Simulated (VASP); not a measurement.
Wanted: the native input for a VASP 6.6.1 run.

```yaml
Task: single point
Functional: r2SCAN
Potentials_or_basis: VASP PAW PBE potentials, release 64 (Na_pv, Cl)
Cutoff: 520 eV
k_mesh: 6 × 6 × 6
Occupations: gaussian, width 0.01 eV
Spin: no spin polarisation
Dipole_correction: no
Further_INCAR_settings: ALGO = Normal; EDIFF = 1e-06; NBANDS = 14
```

Crystal: NaCl.

```
Na Cl
1.0
     3.45955    0.00000    0.00000
     0.00000    3.45955    0.00000
     0.00000    0.00000    3.45955
Na Cl
1 1
Direct
  0.00000 0.00000 0.00000
  0.50000 0.50000 0.50000
```

One way to write it, as run:

POSCAR

```
NaCl
1.0
    3.4595458649      0.0000000000      0.0000000000
    0.0000000000      3.4595458649      0.0000000000
    0.0000000000      0.0000000000      3.4595458649
Na Cl
1 1
Direct
    0.0000000000      0.0000000000      0.0000000000
    0.5000000000      0.5000000000      0.5000000000
```

INCAR.step1

```
PREC     = Accurate       # precision mode
ENCUT    = 520            # plane-wave cutoff, eV
ISMEAR   = 0              # smearing method
SIGMA    = 0.01           # smearing width, eV
LREAL    = False          # projectors in reciprocal space
LASPH    = True           # aspherical terms in the spheres
NELM     = 100            # most SCF steps
NBANDS   = 14             # bands
GGA      = PE             # functional
ALGO     = Normal         # electronic algorithm
EDIFF    = 1E-4           # SCF threshold, eV
LWAVE    = True           # write WAVECAR
LCHARG   = False          # write CHGCAR
```

INCAR.step2

```
PREC     = Accurate       # precision mode
ENCUT    = 520            # plane-wave cutoff, eV
EDIFF    = 1E-6           # SCF threshold, eV
ISMEAR   = 0              # smearing method
SIGMA    = 0.01           # smearing width, eV
LREAL    = False          # projectors in reciprocal space
LASPH    = True           # aspherical terms in the spheres
NELM     = 100            # most SCF steps
ALGO     = Normal         # electronic algorithm
ISIF     = 2              # what is computed and relaxed
LWAVE    = False          # write WAVECAR
LCHARG   = False          # write CHGCAR
METAGGA  = R2SCAN         # meta-GGA
LMIXTAU  = True         
NBANDS   = 14             # bands
ISTART   = 1
```

KPOINTS

```
regular mesh
0
Gamma
  6 6 6
```

Potentials or basis: VASP PAW PBE potentials, release 64 (Na_pv, Cl).

The run is started by

```bash
$ cat potpaw_PBE.64/Na_pv/POTCAR potpaw_PBE.64/Cl/POTCAR > POTCAR
$ cp INCAR.step1 INCAR
$ mpirun -np 1 vasp_std > vasp.out
$ cp INCAR.step2 INCAR
$ mpirun -np 1 vasp_std > vasp.out
```

It gave:

* Pressure: -0.3 GPa
* Band gap on the k mesh: 4.95 eV, indirect (least direct gap 5.49 eV)

Caveat: the PAW data sets were made with another functional, which shifts forces and pressure a little.

It took 59 s on 1 thread of Intel(R) Xeon(R) Platinum 8259CL CPU @ 2.50GHz (Skylake/Cascade Lake), with other jobs on the host, peak memory 0.15 GiB.
